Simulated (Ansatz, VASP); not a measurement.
## One calculation of MgF2, two programs

INCAR

```
ALGO = Normal
DIPOL = 0.5 0.5 0.431
EDIFF = 1E-6
ENCUT = 520
GGA = PE
GGA_COMPAT = False
IDIPOL = 3
ISIF = 2
ISMEAR = 0
LASPH = True
LCHARG = True
LDIPOL = True
LELF = True
LREAL = False
LVACPOTAV = True
LVHAR = True
LWAVE = False
NBANDS = 82
NELM = 120
NELMDL = -8
PREC = Accurate
SIGMA = 0.05
```

File KPOINTS:

```
k-points
0
Gamma
  3 3 1
```

POSCAR

```
MgF2
1.0
    6.1851578341      0.0000000000      0.0000000000
    0.0000000000      6.6437953315      0.0000000000
    0.0000000000      0.0000000000     25.4980886407
F Mg
16 8
Direct
    0.0000000000      0.0000000000      0.3137490074
    0.5000000000      0.0000000000      0.3137490074
    0.2500000000      0.3035692820      0.3649310981
    0.7500000000      0.3035692820      0.3649310981
    0.2500000000      0.6964307180      0.3649310981
    0.7500000000      0.6964307180      0.3649310981
    0.0000000000      0.0000000000      0.4161131889
    0.5000000000      0.0000000000      0.4161131889
    0.0006750234      0.5096178346      0.4445775020
    0.4992071696      0.5129605964      0.4433777527
    0.2509569631      0.8150324083      0.5028171582
    0.7488986881      0.8136382470      0.5010488645
    0.2596950550      0.1961700026      0.4944367855
    0.7415399458      0.1973483264      0.4935216975
   -0.0007511835      0.4767112105      0.5466275450
    0.4995719248      0.4984547350      0.5456489074
    0.0000000000      0.5000000000      0.3649310981
    0.5000000000      0.5000000000      0.3649310981
    0.2500000000      0.0000000000      0.3649310981
    0.7500000000      0.0000000000      0.3649310981
   -0.0006822861      0.0091120617      0.4956676015
    0.5009450159      0.0016115233      0.4905617937
    0.2523471944      0.5037199162      0.4992728404
    0.7466503943      0.5042412884      0.4990896800
```

Input for Ansatz:

```yaml
crystal:
  lattice:
    - [6.1851578341, 0.0, 0.0]
    - [0.0, 6.6437953315, 0.0]
    - [0.0, 0.0, 25.4980886407]
  atoms:
    - { symbol: F, position: [0.0, 0.0, 0.3137490074] }
    - { symbol: F, position: [0.5, 0.0, 0.3137490074] }
    - { symbol: Mg, position: [0.0, 0.5, 0.3649310981] }
    - { symbol: Mg, position: [0.5, 0.5, 0.3649310981] }
    - { symbol: Mg, position: [0.25, 0.0, 0.3649310981] }
    - { symbol: Mg, position: [0.75, 0.0, 0.3649310981] }
    - { symbol: F, position: [0.25, 0.303569282, 0.3649310981] }
    - { symbol: F, position: [0.75, 0.303569282, 0.3649310981] }
    - { symbol: F, position: [0.25, 0.696430718, 0.3649310981] }
    - { symbol: F, position: [0.75, 0.696430718, 0.3649310981] }
    - { symbol: F, position: [0.0, 0.0, 0.4161131889] }
    - { symbol: F, position: [0.5, 0.0, 0.4161131889] }
    - { symbol: F, position: [0.0006750234, 0.5096178346, 0.444577502] }
    - { symbol: F, position: [0.4992071696, 0.5129605964, 0.4433777527] }
    - { symbol: Mg, position: [-0.0006822861, 0.0091120617, 0.4956676015] }
    - { symbol: Mg, position: [0.5009450159, 0.0016115233, 0.4905617937] }
    - { symbol: Mg, position: [0.2523471944, 0.5037199162, 0.4992728404] }
    - { symbol: Mg, position: [0.7466503943, 0.5042412884, 0.49908968] }
    - { symbol: F, position: [0.2509569631, 0.8150324083, 0.5028171582] }
    - { symbol: F, position: [0.7488986881, 0.813638247, 0.5010488645] }
    - { symbol: F, position: [0.259695055, 0.1961700026, 0.4944367855] }
    - { symbol: F, position: [0.7415399458, 0.1973483264, 0.4935216975] }
    - { symbol: F, position: [-0.0007511835, 0.4767112105, 0.546627545] }
    - { symbol: F, position: [0.4995719248, 0.498454735, 0.5456489074] }
basis:
  ecutwfc: 420
kpoints:
  mp_grid: { grid: [3, 3, 1] }
hamiltonian:
  xc: pbe
scf:
  occupations: { method: gaussian, width: 0.05 }
output:
  forces: true
  eigenvalues: true
  write_density: true
  volumetric_format: npy
efield:
  axis: 3
  dipole_correction: true
  ramp_width: 0.04
```

Alike in both runs: task single point; functional PBE; k mesh 3 × 3 × 1; occupations gaussian, width 0.05 eV; no spin polarisation.

|  | VASP | Ansatz |
| --- | --- | --- |
| version | VASP 6.6.1 | Ansatz 0.2.0 |
| potentials or method | VASP PAW PBE potentials, release 64 (F, Mg), cutoff 520 eV | scalar-relativistic, plane waves, PAW |
| valence electrons in the cell | 128 | 192 |

|  | VASP | Ansatz | Ansatz less VASP |
| --- | --- | --- | --- |
| gap on the k mesh at the Fermi level (eV) | 4.88 | 4.93 | +0.055 |
| least direct gap on the mesh (eV) | 4.88 | 4.93 | +0.055 |
| rms of the force components (eV/Å) | 0.474 | 0.471 | -0.0040 |

With one functional, cell and mesh, what is left measures potentials, basis and numerics. VASP's potentials hold 128 valence electrons a cell and Ansatz's 192, so a difference there can come from the potentials and not from the codes.
